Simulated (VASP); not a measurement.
# SrO (P1) in VASP: notebook

The runs below take SrO through single point, with LDA.

Everything below comes from runs of VASP 6.6.1. Logs are shortened: lines on timing, memory, paths and dates and some standing lists are left out, and cuts for length are marked.

**1. The cell of the first run**

The typed cell holds 4 atoms: a = 3.581 Å, b = 3.581 Å, c = 6.203 Å, α = 73.22°, β = 73.22°, γ = 60.00°.

**2. Single point, LDA (mode 6 frozen in at -0.136 Å and mode 10 at -0.250 Å (largest displacements))**

INCAR

```
SYSTEM = SrO
PREC = Accurate
ENCUT = 520
EDIFF = 1E-6
ISMEAR = 0
SIGMA = 0.05
LREAL = .FALSE.
LASPH = .TRUE.
NELM = 60
ALGO = Normal
ISIF = 2
LWAVE = .FALSE.
LCHARG = .FALSE.
NBANDS = 24
```

KPOINTS

```
regular mesh
0
G
  9 9 8
  0 0 0
```

POSCAR

```
SrO
1.0
    0.0000000000     -2.5321850030     -2.5321850030
   -2.5321850030      0.0000000000     -2.5321850030
    2.5321850030      2.5321850030     -5.0643700061
Sr O
2 2
Direct
    0.0024517324     -0.0073551973      0.0024517324
    0.5024517324      0.4926448027      0.5024517324
    0.6769936823      0.8670973248      0.7365711522
    0.2961520397      0.2134655091      0.2365745698
```

Potentials or basis: VASP PAW LDA potentials, release 64 (Sr_sv, O).

Command:

```sh
cat potpaw_LDA.64/Sr_sv/POTCAR potpaw_LDA.64/O/POTCAR > POTCAR
mpirun -np 1 vasp_std > vasp.out
```

OUTCAR:

```text
SYSTEM = SrO
   PREC = Accurate
   ENCUT = 520
   EDIFF = 1E-6
   ISMEAR = 0
   LREAL = .FALSE.
   LASPH = .TRUE.
   NELM = 60
   ISIF = 2

 ion  position               nearest neighbor table
   1  0.002  0.993  0.002-   4 2.38   3 2.41   4 2.49   3 2.52   4 2.57   3 2.89   2 3.58   2 3.58
                             2 3.58   2 3.58   2 3.58   2 3.58   2 5.06   2 5.06   2 5.06   2 5.06
   2  0.502  0.493  0.502-   3 2.18   4 2.50   4 2.58   3 2.60   4 2.68   3 2.71   1 3.58   1 3.58
                             1 3.58   1 3.58   1 3.58   1 3.58   1 5.06   1 5.06   1 5.06   1 5.06
   3  0.677  0.867  0.737-   2 2.18   1 2.41   1 2.52   2 2.60   2 2.71   1 2.89
   4  0.296  0.213  0.237-   1 2.38   1 2.49   2 2.50   1 2.57   2 2.58   2 2.68

  LATTYP: Found a trigonal (rhomboedric) cell.
 ALAT       =     6.2025611917
 COS(alpha) =     0.8333333333

  Lattice vectors:

 A1 = (   2.5321850030,   5.0643700060,  -2.5321850031)
 A2 = (   5.0643700060,   2.5321850030,  -2.5321850031)
 A3 = (   2.5321850030,   2.5321850030,  -5.0643700061)

Analysis of symmetry for initial positions (statically):
=====================================================================
 Subroutine PRICEL returns:
 Original cell was already a primitive cell.

 Routine SETGRP: Setting up the symmetry group for a
 trigonal (rhombohedral) supercell.

 Subroutine GETGRP returns: Found  1 space group operations
 (whereof  1 operations were pure point group operations)
 out of a pool of 12 trial point group operations.

The static configuration has the point symmetry C_1 .

Analysis of symmetry for dynamics (positions and initial velocities):
=====================================================================
 Subroutine PRICEL returns:
 Original cell was already a primitive cell.

 Routine SETGRP: Setting up the symmetry group for a
 trigonal (rhombohedral) supercell.

 Subroutine GETGRP returns: Found  1 space group operations
 (whereof  1 operations were pure point group operations)
 out of a pool of 12 trial point group operations.

The dynamic configuration has the point symmetry C_1 .

 Subroutine INISYM returns: Found  1 space group operations
 (whereof  1 operations are pure point group operations),
 and found     1 'primitive' translations

----------------------------------------------------------------------------------------

                                     Primitive cell

  volume of cell :      64.9451

  direct lattice vectors                    reciprocal lattice vectors
     0.000000000 -2.532185003 -2.532185003     0.098728963 -0.296186890 -0.098728963
    -2.532185003  0.000000000 -2.532185003    -0.296186890  0.098728963 -0.098728963
[... 111 lines left out ...]
   EDIFF  = 0.1E-05   stopping-criterion for ELM
   LREAL  =      F    real-space projection
   EDIFFG = 0.1E-04   stopping-criterion for IOM
   NSW    =      0    number of steps for IOM
   IBRION =     -1    ionic relax: 0-MD 1-quasi-New 2-CG
   NFREE  =      0    steps in history (QN), initial steepest desc. (CG)
   ISIF   =      2    stress and relaxation
   ISYM   =      2    0-nonsym 1-usesym 2-fastsym
   POTIM  = 0.5000    time-step for ionic-motion
   TEBEG  =    0.0;   TEEND  =   0.0 temperature during run
   PSTRESS=    0.0 pullay stress
   NELECT =      32.0000    total number of electrons
   NUPDOWN=      -1.0000    fix difference up-down
   EMIN   =  10.00;   EMAX   =-10.00  energy-range for DOS
   EFERMI =   0.00;   METHOD = LEGACY
   ISMEAR =     0;   SIGMA  =   0.05  broadening in eV -4-tet -1-fermi 0-gaus
   EFERMI_NEDOS =   21; number of points for ismear=-14 and -15
   IALGO  =     38    algorithm
   IMIX   =      4    mixing-type and parameters
     AMIX     =   0.40;   BMIX     =  1.00
     AMIX_MAG =   1.60;   BMIX_MAG =  1.00
  volume/ion in A,a.u.               =      16.24       109.57
  Fermi-wavevector in a.u.,A,eV,Ry     =   1.293032  2.443477 22.748025  1.671933
  Thomas-Fermi vector in A             =   2.424703
   LORBIT       =      0    0 simple, 1 ext, 2 COOP (PROOUT), +10 PAW based schemes
   GGA     = CA    functional components
   LHFCALC =     F    Hartree Fock is set to
   AEXX    =    0.0000 exact exchange contribution
   IVDW    =     0    specifies the selected vdW correction
   LEPSILON=     F    determine dielectric tensor
   LRPA    =     F    only Hartree local field effects (RPA)
 non-spin polarized calculation
 Gauss-broadening in eV      SIGMA  =   0.05
  energy-cutoff  :      520.00
  volume of cell :       64.95
 maximum number of plane-waves:      1773
   NGX = 13   NGY = 13   NGZ = 23

 number of electron      32.0000003 magnetization

 Free energy of the ion-electron system (eV)
  ---------------------------------------------------
  ext. energy  EPLUGINS =         0.00000000
  ---------------------------------------------------
  free energy    TOTEN  =       -26.33004050 eV

  energy without entropy =      -26.33004050  energy(sigma->0) =      -26.33004050

 E-fermi :   1.9451     XC(G=0): -10.7219

 val. band max:        1.6324209347   @ k =  -0.4444  -0.4444   0.1250
 cond. band min:       4.7069076028   @ k =   0.0000   0.4444   0.5000
 fundamental gap:      3.0744866680
 Fermi energy:         1.9450794450

 k-point     1 :       0.0000    0.0000    0.0000
  band No.  band energies     occupation
      1     -30.3198      2.00000
      2     -30.1317      2.00000
      3     -15.1531      2.00000
      4     -13.3928      2.00000
      5     -12.1339      2.00000
      6     -12.1055      2.00000
[... 637 lines left out ...]
     23      11.0613      0.00000
     24      11.3315      0.00000

 [... further k-points ...]
[... 5 lines left out ...]
  --------------------------------------------------------------------------------------
  -------------------------------------------------------------------------------------
  Total        4.0500664      1.3332891      0.1342909      0.7185179     -0.0082550     -0.2591724
  in kB       99.9140201     32.8918745      3.3129192     17.7256391     -0.2036488     -6.3937124
  external PRESSURE =      45.3729379 kB  Pullay stress =       0.0000000 kB

 VOLUME and BASIS-vectors are now :
 -----------------------------------------------------------------------------
  energy-cutoff  :      520.00
  volume of cell :       64.95
      direct lattice vectors                 reciprocal lattice vectors
     0.000000000 -2.532185003 -2.532185003     0.098728963 -0.296186890 -0.098728963
    -2.532185003  0.000000000 -2.532185003    -0.296186890  0.098728963 -0.098728963
     2.532185003  2.532185003 -5.064370006     0.098728963  0.098728963 -0.098728963

 POSITION                                       TOTAL-FORCE (eV/Angst)
 -----------------------------------------------------------------------------------
     -2.50735      0.00000     -2.53219         0.086869     -0.053850      0.006190
      0.02483      0.00000     -5.06437        -1.648600     -0.139554      0.059019
     -0.33052      0.15086     -7.64019         2.139302     -0.619142      0.147085
      0.05852     -0.15086     -2.48855        -0.577571      0.812546     -0.212294
 -----------------------------------------------------------------------------------
    total drift:                               -0.000421     -0.000505      0.000067

  FREE ENERGIE OF THE ION-ELECTRON SYSTEM (eV)
  ---------------------------------------------------
  free  energy   TOTEN  =       -26.3300404981 eV

  energy  without entropy=      -26.3300404981  energy(sigma->0) =      -26.33004050
```

stdout:

```text
POSCAR found type information on POSCAR SrO
 POSCAR found :  2 types and       4 ions
 scaLAPACK will be used
 LDA part: xc-table for (Slater(with rela. corr.)+CA(PZ))
 , standard interpolation
 -----------------------------------------------------------------------------
|                                                                             |
|           W    W    AA    RRRRR   N    N  II  N    N   GGGG   !!!           |
|           W    W   A  A   R    R  NN   N  II  NN   N  G    G  !!!           |
|           W    W  A    A  R    R  N N  N  II  N N  N  G       !!!           |
|           W WW W  AAAAAA  RRRRR   N  N N  II  N  N N  G  GGG   !            |
|           WW  WW  A    A  R   R   N   NN  II  N   NN  G    G                |
|           W    W  A    A  R    R  N    N  II  N    N   GGGG   !!!           |
|                                                                             |
|     Your reciprocal lattice and k-lattice belong to different lattice       |
|     classes:                                                                |
|                                                                             |
|        The reciprocal lattice is rhombohedral (trigonal),                   |
|        whereas your k-lattice is base-centered monoclinic.                  |
|                                                                             |
|     Results are often still useful ...                                      |
|                                                                             |
 -----------------------------------------------------------------------------

 POSCAR, INCAR and KPOINTS ok, starting setup
 FFT: planning ... GRIDC
 FFT: planning ... GRID_SOFT
 FFT: planning ... GRID
 WAVECAR not read
 entering main loop
```

It took 3.9 min on 1 thread of Intel Xeon 6975P-C (Granite Rapids), shared host; peak memory 0.5 GiB.

Results:

```yaml
Free_energy: -26.3300 eV
Pressure: 4.5 GPa
Largest_force: 2.232 eV/Å
Band_gap_on_the_k_mesh: 3.07 eV, indirect (least direct gap 3.16 eV)
```

Forces in eV/Å, atoms in the order of the input:
```
Sr   0.087 -0.054  0.006
Sr  -1.649 -0.140  0.059
O    2.139 -0.619  0.147
O   -0.578  0.813 -0.212
```

Levels at points of the mesh, in eV from the valence-band top:
```csv
k point,band 13,band 14,band 15,band 16,band 17,band 18,band 19,band 20
"(0.00, 0.00, 0.00)",-1.31,-0.16,-0.13,0.00,3.88,5.63,6.22,6.26
"(0.00, 0.00, 0.50)",-0.98,-0.93,-0.64,-0.53,5.51,5.78,6.07,6.25
```

Caveat: the cell differs from its parent crystal (mode 6 frozen in at -0.136 Å and mode 10 at -0.250 Å (largest displacements)); forces of over 1 eV/Å act on the atoms, so gaps and moduli don't describe the material at rest.

(Part 1 of 2 ends here.)
